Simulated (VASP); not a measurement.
Wanted: the native input for a VASP 6.6.1 run.

```yaml
Task: relaxation of cell and atoms
Functional: LDA
Potentials_or_basis: VASP PAW LDA potentials, release 64 (Os)
Cutoff: 600 eV
k_mesh: 17 × 17 × 17
Occupations: fermi-dirac, width 0.05 eV
Spin: no spin polarisation
Dipole_correction: no
Further_INCAR_settings: ALGO = Normal; EDIFF = 1e-06; IBRION = 2; EDIFFG = -0.005; NSW = 60; ISIF = 3
```

The structure of Os lies in POSCAR:

```
Os
1.0
    2.4550405735      0.0000000000      0.0000000000
    0.0000000000      2.4550405735      0.0000000000
    0.0000000000      0.0000000000      2.4550405735
Os
1
Direct
    0.0000000000      0.0000000000      0.0000000000
```

This isn't the form of Os at room conditions, which is hcp.

The input as run:

INCAR

```
SYSTEM = Os
ALGO = Normal
EDIFF = 1E-6
EDIFFG = -0.005
ENCUT = 600
IBRION = 2
ISIF = 3
ISMEAR = -1
LASPH = .True.
LCHARG = .False.
LREAL = .False.
LWAVE = .False.
NELM = 100
NSW = 60
PREC = Accurate
SIGMA = 0.05
```

KPOINTS

```
k-points
0
Gamma
  17 17 17
  0 0 0
```

Potentials or basis: VASP PAW LDA potentials, release 64 (Os).

Command:

```bash
$ cat potpaw_LDA.64/Os/POTCAR > POTCAR
$ mpirun -np 1 vasp_std > vasp.out
```

Results of the run:

| Quantity | Value |
| --- | --- |
| Relaxed volume | 15.95 Å³/atom |
| Relaxed cell | a = 2.517 Å, b = 2.517 Å, c = 2.517 Å, α = 90.00°, β = 90.00°, γ = 90.00° |
| Space group after relaxing (to 0.1 Å) | Pm-3m (No. 221) |
| Pressure after relaxing | 0.0 GPa |
| Band gap on the k mesh | zero (bands 4 and 5 overlap by 6.06 eV) |

Caveat: spin-orbit coupling is left out, which moves the levels of the heavy elements.

Wall time 100 s on 1 thread of Intel Xeon 8259CL (shared host), peak memory 0.15 GiB.
